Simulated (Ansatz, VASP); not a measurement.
# One calculation of GaN, two programs

Contents of INCAR:

```
ALGO = Normal
EDIFF = 1E-7
ENCUT = 520
GGA = PE
ISIF = 2
ISMEAR = -1
LASPH = True
LCHARG = True
LELF = True
LREAL = False
LVHAR = True
LWAVE = False
NBANDS = 26
NELM = 80
PREC = Accurate
SIGMA = 0.1
```

The input KPOINTS:

```
k-points
0
Gamma
  13 13 7
```

File POSCAR:

```
GaN
1.0
    3.0831668205      0.0000000000      0.0000000000
   -1.5415834102      2.6701007907      0.0000000000
    0.0000000000      0.0000000000      5.0266573127
Ga N
2 2
Direct
    0.3333333333      0.6666666667     -0.0000946133
    0.6666666667      0.3333333333      0.4999053867
    0.3333333333      0.6666666667      0.3760946133
    0.6666666667      0.3333333333      0.8760946133
```

Input for Ansatz:

```yaml
crystal:
  lattice:
    - [3.0831668205, 0.0, 0.0]
    - [-1.5415834102, 2.6701007907, 0.0]
    - [0.0, 0.0, 5.0266573127]
  atoms:
    - { symbol: Ga, position: [0.3333333333, 0.6666666667, -9.46133e-05] }
    - { symbol: Ga, position: [0.6666666667, 0.3333333333, 0.4999053867] }
    - { symbol: "N", position: [0.3333333333, 0.6666666667, 0.3760946133] }
    - { symbol: "N", position: [0.6666666667, 0.3333333333, 0.8760946133] }
kpoints:
  mp_grid: { grid: [13, 13, 7] }
scf:
  occupations: { method: fermi_dirac, width: 0.1 }
hamiltonian:
  xc: pbe
  pseudopotentials: { kind: all_electron, lapw: { basis_error: 0.001 } }
output:
  forces: true
  stress: true
  eigenvalues: true
  populations: true
```

Change from the starting cell: volume scaled by 0.88, LAPW.

Alike in both runs: task single point; functional PBE; k mesh 13 × 13 × 7; occupations fermi-dirac, width 0.1 eV; no spin polarisation.

|  | VASP | Ansatz |
| --- | --- | --- |
| version | VASP 6.6.1 | Ansatz 0.2.0 |
| potentials or method | VASP PAW PBE potentials, release 64 (Ga_d, N), cutoff 520 eV | all-electron LAPW, scalar-relativistic |

Ansatz gave:

- pressure (GPa): 29.1

**Question.** Which values does VASP return?

**Answer.** Pressure (GPa): 29.0.

Both programs put the cell under a high pressure, so it lies far from rest at this level. Ansatz ran all-electron here, and VASP with PAW potentials.
